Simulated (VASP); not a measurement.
# InP2H6NO6 (P6_3mc) in VASP: single point with PBE

Aim: the single point of InP2H6NO6 with PBE.

Everything below comes from runs of VASP 6.6.1. Logs are shortened: lines on timing, memory, paths and dates and some standing lists are left out, and cuts for length are marked.

## 1. The cell of the first run

Symmetry: P6_3mc, No. 186, hexagonal system. Conventional cell: a = 5.470 Å, b = 5.470 Å, c = 13.089 Å, α = 90.00°, β = 90.00°, γ = 120.00°. In (site symmetry 3m) has 6 O at 2.13 to 2.17 Å and 1 H at 2.87 Å within 2.9 Å. Within 1.9 Å of H (site symmetry 3m) lie 1 P at 1.41 Å. Within 1.9 Å of H (site symmetry 3m) lie 1 P at 1.41 Å. H (site symmetry m) has 1 N at 1.03 Å within 1.4 Å. Within 1.4 Å of H (site symmetry 3m) lie 1 N at 1.03 Å. Within 1.9 Å of P (site symmetry 3m) lie 1 H at 1.41 Å and 3 O at 1.53 Å. Within 1.9 Å of P (site symmetry 3m) lie 1 H at 1.41 Å and 3 O at 1.55 Å. N (site symmetry 3m) has 4 H at 1.03 Å within 1.4 Å.

## 2. Single point, PBE

Input file INCAR:

```
PREC = Accurate ; ENCUT = 520
EDIFF = 1E-7 ; ISMEAR = -1
SIGMA = 0.02 ; LREAL = Auto
LASPH = T ; NELM = 100
ALGO = Normal ; ISIF = 2
LWAVE = F ; LCHARG = F
GGA = PE ; NBANDS = 92
```

Input file KPOINTS:

```
regular mesh
0
Gamma
  5 5 2
```

Input file POSCAR:

```
InP2H6NO6
1.0
    5.4705000000      0.0000000000      0.0000000000
   -2.7352500000      4.7375919714      0.0000000000
    0.0000000000      0.0000000000     13.0895000000
In H P N O
2 12 4 2 12
Direct
    0.6666666667      0.3333333333      0.3999227573
    0.3333333333      0.6666666667      0.8999227573
    0.3333333333      0.6666666667      0.6379352356
    0.6666666667      0.3333333333      0.1379352356
    0.0000000000      0.0000000000      0.4409803979
    0.0000000000      0.0000000000      0.9409803979
    0.4357870686      0.8715741371      0.2248050140
    0.5642129314      0.4357870686      0.7248050140
    0.1284258629      0.5642129314      0.2248050140
    0.5642129314      0.1284258629      0.7248050140
    0.4357870686      0.5642129314      0.2248050140
    0.8715741371      0.4357870686      0.7248050140
    0.3333333333      0.6666666667      0.1194999824
    0.6666666667      0.3333333333      0.6194999824
    0.3333333333      0.6666666667      0.5304554077
    0.6666666667      0.3333333333      0.0304554077
    0.0000000000      0.0000000000      0.3335096670
    0.0000000000      0.0000000000      0.8335096670
    0.3333333333      0.6666666667      0.1981507581
    0.6666666667      0.3333333333      0.6981507581
    0.8450859976      0.1549140024      0.2962888890
    0.6901719952      0.8450859976      0.7962888890
    0.8450859976      0.6901719952      0.2962888890
    0.1549140024      0.8450859976      0.7962888890
    0.3098280048      0.1549140024      0.2962888890
    0.1549140024      0.3098280048      0.7962888890
    0.4895792045      0.9791584090      0.5002013616
    0.5104207955      0.4895792045      1.0002013616
    0.0208415910      0.5104207955      0.5002013616
    0.5104207955      0.0208415910      1.0002013616
    0.4895792045      0.5104207955      0.5002013616
    0.9791584090      0.4895792045      1.0002013616
```

Potentials or basis: VASP PAW PBE potentials, release 64 (In_d, H, P, N, O).

The run is started by

```bash
> cat potpaw_PBE.64/In_d/POTCAR potpaw_PBE.64/H/POTCAR potpaw_PBE.64/P/POTCAR potpaw_PBE.64/N/POTCAR potpaw_PBE.64/O/POTCAR > POTCAR
> mpirun -np 1 vasp_std > vasp.out
```

OUTCAR:

```text
PREC = Accurate
   ENCUT = 520
   EDIFF = 1E-7
   ISMEAR = -1
   LREAL = Auto
   LASPH = T
   NELM = 100
   ISIF = 2
   GGA = PE

 ion  position               nearest neighbor table
   1  0.667  0.333  0.400-  27 2.13  29 2.13  31 2.13  21 2.17  23 2.17  25 2.17  17 3.28  17 3.28
                            17 3.28
   2  0.333  0.667  0.900-  30 2.13  32 2.13  28 2.13  24 2.17  26 2.17  22 2.17  18 3.28  18 3.28
                            18 3.28
   3  0.333  0.667  0.638-  15 1.41
   4  0.667  0.333  0.138-  16 1.41
   5  0.000  0.000  0.441-  17 1.41
   6  0.000  0.000  0.941-  18 1.41
   7  0.436  0.872  0.225-  19 1.03
   8  0.564  0.436  0.725-  20 1.03
   9  0.128  0.564  0.225-  19 1.03
  10  0.564  0.128  0.725-  20 1.03
  11  0.436  0.564  0.225-  19 1.03
  12  0.872  0.436  0.725-  20 1.03
  13  0.333  0.667  0.119-  19 1.03
  14  0.667  0.333  0.619-  20 1.03
  15  0.333  0.667  0.530-   3 1.41  27 1.53  29 1.53  31 1.53
  16  0.667  0.333  0.030-   4 1.41  30 1.53  32 1.53  28 1.53
  17  0.000  0.000  0.334-   5 1.41  23 1.55  21 1.55  25 1.55   1 3.28   1 3.28   1 3.28
  18  0.000  0.000  0.834-   6 1.41  26 1.55  24 1.55  22 1.55   2 3.28   2 3.28   2 3.28
  19  0.333  0.667  0.198-  13 1.03   7 1.03   9 1.03  11 1.03
  20  0.667  0.333  0.698-  14 1.03  10 1.03  12 1.03   8 1.03
  21  0.845  0.155  0.296-  17 1.55   1 2.17
  22  0.690  0.845  0.796-  18 1.55   2 2.17
  23  0.845  0.690  0.296-  17 1.55   1 2.17
  24  0.155  0.845  0.796-  18 1.55   2 2.17
  25  0.310  0.155  0.296-  17 1.55   1 2.17
  26  0.155  0.310  0.796-  18 1.55   2 2.17
  27  0.490  0.979  0.500-  15 1.53   1 2.13
  28  0.510  0.490  0.000-  16 1.53   2 2.13
  29  0.021  0.510  0.500-  15 1.53   1 2.13
  30  0.510  0.021  0.000-  16 1.53   2 2.13
  31  0.490  0.510  0.500-  15 1.53   1 2.13
  32  0.979  0.490  0.000-  16 1.53   2 2.13

  LATTYP: Found a hexagonal cell.
 ALAT       =     5.4705000000
 C/A-ratio  =     2.3927428937

  Lattice vectors:

 A1 = (   5.4705000000,   0.0000000000,   0.0000000000)
 A2 = (  -2.7352500000,   4.7375919714,   0.0000000000)
 A3 = (   0.0000000000,   0.0000000000,  13.0895000000)

Analysis of symmetry for initial positions (statically):
=====================================================================
 Subroutine PRICEL returns:
 Original cell was already a primitive cell.

 Routine SETGRP: Setting up the symmetry group for a
 hexagonal supercell.

 Subroutine GETGRP returns: Found 12 space group operations
 (whereof  6 operations were pure point group operations)
 out of a pool of 24 trial point group operations.

The static configuration has the point symmetry C_3v.
 The point group associated with its full space group is C_6v.

Analysis of symmetry for dynamics (positions and initial velocities):
=====================================================================
 Subroutine PRICEL returns:
 Original cell was already a primitive cell.

 Routine SETGRP: Setting up the symmetry group for a
 hexagonal supercell.

 Subroutine GETGRP returns: Found 12 space group operations
 (whereof  6 operations were pure point group operations)
 out of a pool of 24 trial point group operations.

The dynamic configuration has the point symmetry C_3v.
 The point group associated with its full space group is C_6v.

 Subroutine INISYM returns: Found 12 space group operations
 (whereof  6 operations are pure point group operations),
 and found     1 'primitive' translations

----------------------------------------------------------------------------------------

                                     Primitive cell

  volume of cell :     339.2405

  direct lattice vectors                    reciprocal lattice vectors
     5.470500000  0.000000000  0.000000000     0.182798647  0.105538848  0.000000000
    -2.735250000  4.737591971  0.000000000     0.000000000  0.211077696  0.000000000
     0.000000000  0.000000000 13.089500000     0.000000000  0.000000000  0.076397112

  length of vectors
     5.470500000  5.470500000 13.089500000     0.211077696  0.211077696  0.076397112

  position of ions in fractional coordinates (direct lattice)
     0.666666667  0.333333333  0.399922757
     0.333333333  0.666666667  0.899922757
     0.333333333  0.666666667  0.637935236
     0.666666667  0.333333333  0.137935236
     0.000000000  0.000000000  0.440980398
     0.000000000  0.000000000  0.940980398
[... 24 lines left out ...]
     0.489579204  0.510420795  0.500201362
     0.979158409  0.489579204  0.000201362

  ion indices of the primitive-cell ions
   primitive index   ion index
                 1           1
                 2           2
                 3           3
                 4           4
                 5           5
                 6           6
[... 24 lines left out ...]
                31          31
                32          32

----------------------------------------------------------------------------------------

 KPOINTS: regular mesh

Automatic generation of k-mesh.
 Grid dimensions read from file:
 generate k-points for:    5    5    2

 Generating k-lattice:

  Cartesian coordinates                     Fractional coordinates (reciprocal lattice)
     0.036559729  0.021107770  0.000000000     0.200000000  0.000000000  0.000000000
     0.000000000  0.042215539  0.000000000     0.000000000  0.200000000  0.000000000
     0.000000000  0.000000000  0.038198556     0.000000000  0.000000000  0.500000000

  Length of vectors
     0.042215539  0.042215539  0.038198556

  Shift w.r.t. Gamma in fractional coordinates (k-lattice)
     0.000000000  0.000000000  0.000000000

 Subroutine IBZKPT returns following result:
 ===========================================

 Found     10 irreducible k-points:

 Following reciprocal coordinates:
            Coordinates               Weight
  0.000000  0.000000  0.000000      1.000000
  0.200000  0.000000  0.000000      6.000000
  0.400000  0.000000  0.000000      6.000000
  0.200000  0.200000  0.000000      6.000000
  0.400000  0.200000  0.000000      6.000000
  0.000000  0.000000  0.500000      1.000000
  0.200000  0.000000  0.500000      6.000000
  0.400000  0.000000  0.500000      6.000000
  0.200000  0.200000  0.500000      6.000000
  0.400000  0.200000  0.500000      6.000000
   k-points           NKPTS =     10   k-points in BZ     NKDIM =     10   number of bands    NBANDS=     92
   number of dos      NEDOS =    301   number of ions     NIONS =     32
   total plane-waves  NPLWV = 172872
   dimension x,y,z NGX =    42 NGY =   42 NGZ =   98
   dimension x,y,z NGXF=    84 NGYF=   84 NGZF=  196
   ions per type =               2  12   4   2  12
   NGX,Y,Z   is equivalent  to a cutoff of  12.76, 12.76, 12.45 a.u.
   NGXF,Y,Z  is equivalent  to a cutoff of  25.53, 25.53, 24.89 a.u.
 SYSTEM =  unknown system
   PREC   = accura    normal or accurate (medium, high low for compatibility)
   ISTART =      0    job   : 0-new  1-cont  2-samecut
   ICHARG =      2    charge: 1-file 2-atom 10-const
   ISPIN  =      1    spin polarized calculation?
   LNONCOLLINEAR =      F non collinear calculations
   LSORBIT =      F    spin-orbit coupling
   LASPH  =      T    aspherical Exc in radial PAW
   ENCUT  =  520.0 eV  38.22 Ry    6.18 a.u.  10.17 10.17 24.34*2*pi/ulx,y,z
   NELM   =    100;   NELMIN=  2; NELMDL= -5     # of ELM steps
   EDIFF  = 0.1E-06   stopping-criterion for ELM
   LREAL  =      T    real-space projection
   EDIFFG = 0.1E-05   stopping-criterion for IOM
   NSW    =      0    number of steps for IOM
   IBRION =     -1    ionic relax: 0-MD 1-quasi-New 2-CG
   NFREE  =      0    steps in history (QN), initial steepest desc. (CG)
   ISIF   =      2    stress and relaxation
   ISYM   =      2    0-nonsym 1-usesym 2-fastsym
   POTIM  = 0.5000    time-step for ionic-motion
   TEBEG  =    0.0;   TEEND  =   0.0 temperature during run
   PSTRESS=    0.0 pullay stress
   NELECT =     140.0000    total number of electrons
   NUPDOWN=      -1.0000    fix difference up-down
   EMIN   =  10.00;   EMAX   =-10.00  energy-range for DOS
   EFERMI =   0.00;   METHOD = LEGACY
   ISMEAR =    -1;   SIGMA  =   0.02  broadening in eV -4-tet -1-fermi 0-gaus
   EFERMI_NEDOS =   21; number of points for ismear=-14 and -15
   IALGO  =     38    algorithm
   IMIX   =      4    mixing-type and parameters
     AMIX     =   0.40;   BMIX     =  1.00
     AMIX_MAG =   1.60;   BMIX_MAG =  1.00
  volume/ion in A,a.u.               =      10.60        71.54
  Fermi-wavevector in a.u.,A,eV,Ry     =   1.218844  2.303282 20.212566  1.485582
  Thomas-Fermi vector in A             =   2.354117
   LORBIT       =      0    0 simple, 1 ext, 2 COOP (PROOUT), +10 PAW based schemes
   GGA     = PE    functional components
   LHFCALC =     F    Hartree Fock is set to
   AEXX    =    0.0000 exact exchange contribution
   IVDW    =     0    specifies the selected vdW correction
   LEPSILON=     F    determine dielectric tensor
   LRPA    =     F    only Hartree local field effects (RPA)
 non-spin polarized calculation
  energy-cutoff  :      520.00
  volume of cell :      339.24
 maximum number of plane-waves:      9166
 NGX is ok and might be reduce to    42
   NGX = 21   NGY = 21   NGZ = 49

 number of electron     139.9999904 magnetization

 Free energy of the ion-electron system (eV)
  ---------------------------------------------------
  ext. energy  EPLUGINS =         0.00000000
  ---------------------------------------------------
  free energy    TOTEN  =      -184.34575460 eV

  energy without entropy =     -184.34575460  energy(sigma->0) =     -184.34575460

 E-fermi :   1.5470     XC(G=0):  -8.8490

 val. band max:        1.0441809562   @ k =   0.0000   0.0000   0.0000
 cond. band min:       5.0567987501   @ k =   0.0000   0.0000   0.0000
 fundamental gap:      4.0126177939
 Fermi energy:         1.5469732084

 k-point     1 :       0.0000    0.0000    0.0000
  band No.  band energies     occupation
      1     -19.0304      2.00000
      2     -19.0148      2.00000
      3     -18.5640      2.00000
      4     -18.5445      2.00000
      5     -16.9593      2.00000
      6     -16.9593      2.00000
[... 839 lines left out ...]
     81       9.3676      0.00000
     82       9.3676      0.00000
 [bands above 82 left out]

------------------------ aborting loop because EDIFF is reached ----------------------------------------

  FORCE on cell =-STRESS in cart. coord.  units (eV):
  Direction    XX          YY          ZZ          XY          YZ          ZX
  --------------------------------------------------------------------------------------
  -------------------------------------------------------------------------------------
  Total        4.5250254      4.5250254      3.9408116      0.0000000      0.0000000      0.0000000
  in kB       21.3709520     21.3709520     18.6118062      0.0000000      0.0000000      0.0000000
  external PRESSURE =      20.4512367 kB  Pullay stress =       0.0000000 kB

 VOLUME and BASIS-vectors are now :
 -----------------------------------------------------------------------------
  energy-cutoff  :      520.00
  volume of cell :      339.24
      direct lattice vectors                 reciprocal lattice vectors
     5.470500000  0.000000000  0.000000000     0.182798647  0.105538848  0.000000000
    -2.735250000  4.737591971  0.000000000     0.000000000  0.211077696  0.000000000
     0.000000000  0.000000000 13.089500000     0.000000000  0.000000000  0.076397112

 POSITION                                       TOTAL-FORCE (eV/Angst)
 -----------------------------------------------------------------------------------
      2.73525      1.57920      5.23479         0.000000      0.000000      0.032277
     -0.00000      3.15839     11.77954         0.000000     -0.000000      0.032277
     -0.00000      3.15839      8.35025         0.000000      0.000000     -0.045570
      2.73525      1.57920      1.80550         0.000000     -0.000000     -0.045570
      0.00000      0.00000      5.77221         0.000000     -0.000000     -0.039855
      0.00000      0.00000     12.31696         0.000000      0.000000     -0.039855
[... 24 lines left out ...]
      1.28211      2.41817      6.54739        -0.081250      0.046910      0.016062
      4.01736      2.31943      0.00264        -0.081250     -0.046910      0.016062
 -----------------------------------------------------------------------------------
    total drift:                               -0.000002      0.000000      0.037535

  FREE ENERGIE OF THE ION-ELECTRON SYSTEM (eV)
  ---------------------------------------------------
  free  energy   TOTEN  =      -184.3457545990 eV

  energy  without entropy=     -184.3457545990  energy(sigma->0) =     -184.34575460
```

Wall time 15 min (1 thread of Intel Xeon 6975P-C (Granite Rapids), shared host); peak memory 0.53 GiB.

Results:

```yaml
Free_energy: -184.3458 eV
Pressure: 2.0 GPa
Largest_force: 0.095 eV/Å
Band_gap_on_the_k_mesh: 4.01 eV
```

Forces in eV/Å, atoms in the order of the input:
```
In   0.000  0.000  0.032
In   0.000  0.000  0.032
H    0.000  0.000 -0.046
H    0.000  0.000 -0.046
H    0.000  0.000 -0.040
H    0.000  0.000 -0.040
H    0.000 -0.012 -0.005
H    0.010 -0.006 -0.005
H    0.010  0.006 -0.005
H    0.000  0.012 -0.005
H   -0.010  0.006 -0.005
H   -0.010 -0.006 -0.005
H    0.000  0.000  0.010
H    0.000  0.000  0.010
P    0.000  0.000  0.020
P    0.000  0.000  0.020
P    0.000  0.000 -0.037
P    0.000  0.000 -0.037
N    0.000  0.000 -0.007
N    0.000  0.000 -0.007
O    0.058 -0.033  0.011
O    0.058  0.033  0.011
O    0.000  0.067  0.011
O   -0.058  0.033  0.011
O   -0.058 -0.033  0.011
O    0.000 -0.067  0.011
O    0.000 -0.094  0.016
O    0.081 -0.047  0.016
O    0.081  0.047  0.016
O    0.000  0.094  0.016
O   -0.081  0.047  0.016
O   -0.081 -0.047  0.016
```

Stress tensor (GPa, compression positive):
```
2.14 0.00 0.00
0.00 2.14 0.00
0.00 0.00 1.86
```

Caveat: spin-orbit coupling is left out, which moves the levels of the heavy elements. A k mesh can miss the band edges.
